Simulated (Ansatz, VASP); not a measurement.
HfSb2Au3: VASP beside Ansatz

INCAR

```
PREC = Accurate ; ENCUT = 600
EDIFF = 1E-6 ; ISMEAR = 0
SIGMA = 0.1 ; LREAL = F
LASPH = T ; NELM = 100
ALGO = Normal ; ISIF = 3
LWAVE = F ; LCHARG = F
GGA = PE ; IBRION = 2
NSW = 100 ; EDIFFG = -0.01
```

KPOINTS

```
regular mesh
0
Gamma
  12 12 8
```

File POSCAR:

```
HfSb2Au3
1.0
    5.4897021350      0.0000000000      0.0000000000
   -2.7448510675      4.7542215081      0.0000000000
    0.0000000000      0.0000000000      5.2190583826
Hf Sb Au
1 2 3
Direct
    0.0000000000      0.0000000000      0.0000000000
    0.3333333333      0.6666666667      0.0000000000
    0.6666666667      0.3333333333      0.0000000000
    0.5000000000      0.0000000000      0.5000000000
    0.5000000000      0.5000000000      0.5000000000
    0.0000000000      0.5000000000      0.5000000000
```

Input for Ansatz:

```yaml
crystal:
  lattice:
    - [5.489702135, 0.0, 0.0]
    - [-2.7448510675, 4.7542215081, 0.0]
    - [0.0, 0.0, 5.2190583826]
  atoms:
    - { symbol: Hf, position: [0.0, 0.0, 0.0] }
    - { symbol: Sb, position: [0.3333333333, 0.6666666667, 0.0] }
    - { symbol: Sb, position: [0.6666666667, 0.3333333333, 0.0] }
    - { symbol: Au, position: [0.5, 0.0, 0.5] }
    - { symbol: Au, position: [0.5, 0.5, 0.5] }
    - { symbol: Au, position: [0.0, 0.5, 0.5] }
basis:
  ecutwfc: 420
kpoints:
  mp_grid: { grid: [12, 12, 8] }
hamiltonian:
  xc: pbe
scf:
  occupations: { method: gaussian, width: 0.1 }
output:
  forces: true
  stress: true
  eigenvalues: true
  write_density: true
  write_potential: true
  elf: true
  volumetric_format: npy
relax:
  adjacent_minimum: "off"
  f_tol: 0.01
  max_steps: 80
  cell: { stress_tol: 0.05 }
```

Change from the starting cell: species swapped into the TbB2Ru3 type (P6/mmm, No. 191).

Alike in both runs: task relaxation of cell and atoms; functional PBE; k mesh 12 × 12 × 8; occupations gaussian, width 0.1 eV; no spin polarisation.

```csv
,VASP,Ansatz
version,VASP 6.6.1,Ansatz 0.2.0
potentials or method,"VASP PAW PBE potentials, release 64 (Hf_pv, Sb, Au), cutoff 600 eV","scalar-relativistic, plane waves, PAW"
valence electrons in the cell,53,113
```

```csv
,VASP,Ansatz,Ansatz less VASP
"gap on the k mesh at the Fermi level, each at its own relaxed structure (eV)",none,none,-
relaxed volume (Å³/atom),22.66,22.73,+0.064
relaxed cell length with the largest relative difference (Å),5.239,5.247,+0.0079
```

A gap of «none» marks a metal or a gap that the smearing closes. VASP's potentials hold 53 valence electrons a cell and Ansatz's 113, so a difference there can come from the potentials and not from the codes.

Spin-orbit coupling is off throughout.
